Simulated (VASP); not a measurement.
# BN (P6_3/mmc) in VASP: a series of runs

The runs below take BN through electric field gradients, with PBEsol.

Program: VASP 6.6.1. These are calculated values, not measurements. Logs are shortened: lines on timing, memory, paths and dates and some standing lists are left out, and cuts for length are marked.

## 1. The cell of the first run

Symmetry: P6_3/mmc, No. 194, hexagonal system. Conventional cell: a = 2.453 Å, b = 2.453 Å, c = 6.525 Å, α = 90.00°, β = 90.00°, γ = 120.00°. B (site symmetry -6m2) has 3 N at 1.42 Å within 1.9 Å. N (site symmetry -6m2) has 3 B at 1.42 Å within 1.9 Å.

## 2. Electric field gradients, PBEsol (volume scaled by 0.94)

The input, INCAR:

```
SYSTEM = BN
PREC = Accurate ; ENCUT = 520
EDIFF = 1E-8 ; ISMEAR = -1
SIGMA = 0.02 ; LREAL = .FALSE.
LASPH = .TRUE. ; NELM = 100
ALGO = Normal ; ISIF = 2
LWAVE = .FALSE. ; LCHARG = .FALSE.
GGA = PS ; LEFG = .TRUE.
NBANDS = 16
```

The input, KPOINTS:

```
regular mesh
0
G
  11 11 4
  0 0 0
```

The input, POSCAR:

```
BN
1.0
    2.4528754899      0.0000000000      0.0000000000
   -1.2264377450      2.1242524866      0.0000000000
    0.0000000000      0.0000000000      6.5252189874
B N
2 2
Direct
    0.3333333333      0.6666666667      0.2500000000
    0.6666666667      0.3333333333      0.7500000000
    0.3333333333      0.6666666667      0.7500000000
    0.6666666667      0.3333333333      0.2500000000
```

Potentials or basis: VASP PAW PBE potentials, release 64 (B, N).

Started as:

```bash
$ cat potpaw_PBE.64/B/POTCAR potpaw_PBE.64/N/POTCAR > POTCAR
$ mpirun -np 1 vasp_std > vasp.out
```

OUTCAR:

```text
SYSTEM = BN
   PREC = Accurate
   ENCUT = 520
   EDIFF = 1E-8
   ISMEAR = -1
   LREAL = .FALSE.
   LASPH = .TRUE.
   NELM = 100
   ISIF = 2
   GGA = PS

 ion  position               nearest neighbor table
   1  0.333  0.667  0.250-   4 1.42   4 1.42   4 1.42
   2  0.667  0.333  0.750-   3 1.42   3 1.42   3 1.42
   3  0.333  0.667  0.750-   2 1.42   2 1.42   2 1.42
   4  0.667  0.333  0.250-   1 1.42   1 1.42   1 1.42

  LATTYP: Found a hexagonal cell.
 ALAT       =     2.4528754899
 C/A-ratio  =     2.6602324554

  Lattice vectors:

 A1 = (   2.4528754899,   0.0000000000,   0.0000000000)
 A2 = (  -1.2264377450,   2.1242524866,   0.0000000000)
 A3 = (   0.0000000000,   0.0000000000,   6.5252189874)

Analysis of symmetry for initial positions (statically):
=====================================================================
 Subroutine PRICEL returns:
 Original cell was already a primitive cell.

 Routine SETGRP: Setting up the symmetry group for a
 hexagonal supercell.

 Subroutine GETGRP returns: Found 24 space group operations
 (whereof 12 operations were pure point group operations)
 out of a pool of 24 trial point group operations.

The static configuration has the point symmetry D_3d.
 The point group associated with its full space group is D_6h.

Analysis of symmetry for dynamics (positions and initial velocities):
=====================================================================
 Subroutine PRICEL returns:
 Original cell was already a primitive cell.

 Routine SETGRP: Setting up the symmetry group for a
 hexagonal supercell.

 Subroutine GETGRP returns: Found 24 space group operations
 (whereof 12 operations were pure point group operations)
 out of a pool of 24 trial point group operations.

The dynamic configuration has the point symmetry D_3d.
 The point group associated with its full space group is D_6h.

 Subroutine INISYM returns: Found 24 space group operations
 (whereof 12 operations are pure point group operations),
 and found     1 'primitive' translations

----------------------------------------------------------------------------------------

                                     Primitive cell

  volume of cell :      33.9998

  direct lattice vectors                    reciprocal lattice vectors
     2.452875490  0.000000000  0.000000000     0.407684778  0.235376916  0.000000000
    -1.226437745  2.124252487  0.000000000     0.000000000  0.470753833  0.000000000
     0.000000000  0.000000000  6.525218987     0.000000000  0.000000000  0.153251562

  length of vectors
     2.452875490  2.452875490  6.525218987     0.470753833  0.470753833  0.153251562

  position of ions in fractional coordinates (direct lattice)
     0.333333333  0.666666667  0.250000000
     0.666666667  0.333333333  0.750000000
     0.333333333  0.666666667  0.750000000
     0.666666667  0.333333333  0.250000000

  ion indices of the primitive-cell ions
   primitive index   ion index
                 1           1
                 2           2
                 3           3
                 4           4

----------------------------------------------------------------------------------------

 KPOINTS: regular mesh

Automatic generation of k-mesh.
 Grid dimensions read from file:
 generate k-points for:   11   11    4

 Generating k-lattice:

  Cartesian coordinates                     Fractional coordinates (reciprocal lattice)
     0.037062253  0.021397901  0.000000000     0.090909091 -0.000000000  0.000000000
     0.000000000  0.042795803  0.000000000     0.000000000  0.090909091  0.000000000
     0.000000000  0.000000000  0.038312890     0.000000000  0.000000000  0.250000000

  Length of vectors
     0.042795803  0.042795803  0.038312890

  Shift w.r.t. Gamma in fractional coordinates (k-lattice)
     0.000000000  0.000000000  0.000000000

 Subroutine IBZKPT returns following result:
 ===========================================

 Found     48 irreducible k-points:

 Following reciprocal coordinates:
            Coordinates               Weight
  0.000000  0.000000  0.000000      1.000000
  0.090909  0.000000  0.000000      6.000000
  0.181818  0.000000  0.000000      6.000000
  0.272727  0.000000  0.000000      6.000000
  0.363636  0.000000  0.000000      6.000000
  0.454545  0.000000  0.000000      6.000000
[... 16 lines left out ...]
  0.090909  0.090909  0.250000     12.000000
  0.181818  0.090909  0.250000     24.000000
 [... further k-points ...]
   k-points           NKPTS =     48   k-points in BZ     NKDIM =     48   number of bands    NBANDS=     16
   number of dos      NEDOS =    301   number of ions     NIONS =      4
   total plane-waves  NPLWV =  16200
   dimension x,y,z NGX =    18 NGY =   18 NGZ =   50
   dimension x,y,z NGXF=    36 NGYF=   36 NGZF=  100
   ions per type =               2   2
   NGX,Y,Z   is equivalent  to a cutoff of  12.20, 12.20, 12.74 a.u.
   NGXF,Y,Z  is equivalent  to a cutoff of  24.40, 24.40, 25.48 a.u.
 SYSTEM =  BN
   PREC   = accura    normal or accurate (medium, high low for compatibility)
   ISTART =      0    job   : 0-new  1-cont  2-samecut
   ICHARG =      2    charge: 1-file 2-atom 10-const
   ISPIN  =      1    spin polarized calculation?
   LNONCOLLINEAR =      F non collinear calculations
   LSORBIT =      F    spin-orbit coupling
   LASPH  =      T    aspherical Exc in radial PAW
   ENCUT  =  520.0 eV  38.22 Ry    6.18 a.u.   4.56  4.56 12.13*2*pi/ulx,y,z
   NELM   =    100;   NELMIN=  2; NELMDL= -5     # of ELM steps
   EDIFF  = 0.1E-07   stopping-criterion for ELM
   LREAL  =      F    real-space projection
   EDIFFG = 0.1E-06   stopping-criterion for IOM
   NSW    =      0    number of steps for IOM
   IBRION =     -1    ionic relax: 0-MD 1-quasi-New 2-CG
   NFREE  =      0    steps in history (QN), initial steepest desc. (CG)
   ISIF   =      2    stress and relaxation
   ISYM   =      2    0-nonsym 1-usesym 2-fastsym
   POTIM  = 0.5000    time-step for ionic-motion
   TEBEG  =    0.0;   TEEND  =   0.0 temperature during run
   PSTRESS=    0.0 pullay stress
   NELECT =      16.0000    total number of electrons
   NUPDOWN=      -1.0000    fix difference up-down
   EMIN   =  10.00;   EMAX   =-10.00  energy-range for DOS
   EFERMI =   0.00;   METHOD = LEGACY
   ISMEAR =    -1;   SIGMA  =   0.02  broadening in eV -4-tet -1-fermi 0-gaus
   EFERMI_NEDOS =   21; number of points for ismear=-14 and -15
   IALGO  =     38    algorithm
   IMIX   =      4    mixing-type and parameters
     AMIX     =   0.40;   BMIX     =  1.00
     AMIX_MAG =   1.60;   BMIX_MAG =  1.00
  volume/ion in A,a.u.               =       8.50        57.36
  Fermi-wavevector in a.u.,A,eV,Ry     =   1.273374  2.406328 22.061587  1.621481
  Thomas-Fermi vector in A             =   2.406201
   LORBIT       =      0    0 simple, 1 ext, 2 COOP (PROOUT), +10 PAW based schemes
   GGA     = PS    functional components
   LHFCALC =     F    Hartree Fock is set to
   AEXX    =    0.0000 exact exchange contribution
   IVDW    =     0    specifies the selected vdW correction
   LEPSILON=     F    determine dielectric tensor
   LRPA    =     F    only Hartree local field effects (RPA)
 non-spin polarized calculation
  energy-cutoff  :      520.00
  volume of cell :       34.00
 maximum number of plane-waves:       940
   NGX =  9   NGY =  9   NGZ = 25

 number of electron      16.0000001 magnetization

 Free energy of the ion-electron system (eV)
  ---------------------------------------------------
  ext. energy  EPLUGINS =         0.00000000
  ---------------------------------------------------
  free energy    TOTEN  =       -36.44486653 eV

  energy without entropy =      -36.44486653  energy(sigma->0) =      -36.44486653

 E-fermi :   3.1469     XC(G=0): -10.5496

 val. band max:        2.6327673932   @ k =   0.3636   0.2727   0.0000
 cond. band min:       6.9341635291   @ k =   0.4545   0.0909   0.0000
 fundamental gap:      4.3013961359
 Fermi energy:         3.1469266020

 k-point     1 :       0.0000    0.0000    0.0000
  band No.  band energies     occupation
      1     -15.5481      2.00000
      2     -15.2084      2.00000
      3      -4.0847      2.00000
      4      -1.7607      2.00000
      5       1.3750      2.00000
      6       1.3750      2.00000
[... 433 lines left out ...]
      3      -2.2869      2.00000
      4      -2.0979      2.00000
      5      -2.0388      2.00000
      6      -0.7186      2.00000
[... 8 lines left out ...]
     15      18.2003      0.00000
     16      18.3039      0.00000

 [... further k-points ...]
[... 5 lines left out ...]
  --------------------------------------------------------------------------------------
  -------------------------------------------------------------------------------------
  Total        5.4544756      5.4544756      0.2845158     -0.0000000     -0.0000000      0.0000000
  in kB      257.0317989    257.0317989     13.4072645     -0.0000000     -0.0000000      0.0000000
  external PRESSURE =     175.8236208 kB  Pullay stress =       0.0000000 kB

 VOLUME and BASIS-vectors are now :
 -----------------------------------------------------------------------------
  energy-cutoff  :      520.00
  volume of cell :       34.00
      direct lattice vectors                 reciprocal lattice vectors
     2.452875490  0.000000000  0.000000000     0.407684778  0.235376916  0.000000000
    -1.226437745  2.124252487  0.000000000     0.000000000  0.470753833  0.000000000
     0.000000000  0.000000000  6.525218987     0.000000000  0.000000000  0.153251562

 POSITION                                       TOTAL-FORCE (eV/Angst)
 -----------------------------------------------------------------------------------
     -0.00000      1.41617      1.63130        -0.000000     -0.000000      0.000000
      1.22644      0.70808      4.89391         0.000000      0.000000      0.000000
     -0.00000      1.41617      4.89391        -0.000000     -0.000000      0.000000
      1.22644      0.70808      1.63130         0.000000     -0.000000      0.000000
 -----------------------------------------------------------------------------------
    total drift:                               -0.000000      0.000000      0.000000

  FREE ENERGIE OF THE ION-ELECTRON SYSTEM (eV)
  ---------------------------------------------------
  free  energy   TOTEN  =       -36.4448665333 eV

  energy  without entropy=      -36.4448665333  energy(sigma->0) =      -36.44486653

 Electric field gradients (V/A^2)
---------------------------------------------------------------------
 ion       V_xx      V_yy      V_zz      V_xy      V_xz      V_yz
---------------------------------------------------------------------
   1     -18.061   -18.060    36.121     0.000    -0.000    -0.000
   2     -18.061   -18.060    36.121     0.000     0.000    -0.000
   3      -5.287    -5.289    10.575    -0.002    -0.000     0.000
   4      -5.287    -5.289    10.575    -0.002     0.000     0.000
---------------------------------------------------------------------

 Electric field gradients after diagonalization (V/A^2)
 (convention: |V_zz| > |V_xx| > |V_yy|)
----------------------------------------------------------------------
 ion       V_xx      V_yy      V_zz     asymmetry (V_yy - V_xx)/ V_zz
----------------------------------------------------------------------
   1     -18.061   -18.060    36.121       0.000
   2     -18.061   -18.060    36.121       0.000
   3      -5.290    -5.285    10.575       0.000
   4      -5.290    -5.285    10.575       0.000
----------------------------------------------------------------------

           NMR quadrupolar parameters

 Cq : quadrupolar parameter    Cq=e*Q*V_zz/h
 eta: asymmetry parameters     (V_yy - V_xx)/ V_zz
 Q  : nuclear electric quadrupole moment in mb (millibarn)
----------------------------------------------------------------------
 ion       Cq(MHz)       eta       Q (mb)
----------------------------------------------------------------------
   1       0.087       0.000       1.000
   2       0.087       0.000       1.000
   3       0.026       0.000       1.000
   4       0.026       0.000       1.000
----------------------------------------------------------------------
```

Run time: 21 s. Hardware: 1 thread of Intel Xeon Platinum 8259CL at 2.50GHz (Skylake/Cascade Lake), shared host; peak memory 0.15 GiB.

Results:

```
Free energy            : -36.4449 eV
Pressure               : 17.6 GPa
Band gap on the k mesh : 4.30 eV, indirect (least direct gap 4.70 eV)
```

Stress tensor (GPa, compression positive):
```
25.70  0.00  0.00
 0.00 25.70  0.00
 0.00  0.00  1.34
```

Levels at points of the mesh, in eV from the valence-band top:
| k point | band 4 | band 5 | band 6 | band 7 | band 8 | band 9 | band 10 | band 11 | band 12 | band 13 |
| --- | --- | --- | --- | --- | --- | --- | --- | --- | --- | --- |
| (0.00, 0.00, 0.00) | -4.39 | -1.26 | -1.26 | -1.22 | -1.22 | 5.12 | 10.56 | 11.99 | 11.99 | 12.13 |
| (0.00, 0.00, 0.50) | -5.69 | -1.24 | -1.24 | -1.24 | -1.24 | 7.69 | 7.69 | 12.06 | 12.06 | 12.06 |

Electric field gradients, principal values (V/Å²):
| atom | least | middle | greatest (by size) |
| --- | --- | --- | --- |
| 1 B | -18.060 | -18.061 | 36.121 |
| 2 B | -18.060 | -18.061 | 36.121 |
| 3 N | -5.285 | -5.290 | 10.575 |
| 4 N | -5.285 | -5.290 | 10.575 |

Caveat: without QUAD_EFG the Cq values of the log hold for a quadrupole moment of 1 mb, not for the nuclei; the PAW data sets were made with another functional, which shifts forces and pressure a little; this functional lacks dispersion, which binds the layers, so the pressure and a relaxed spacing across them are unreliable. A k mesh can miss the band edges.

(Continued in part 2 of 3.)
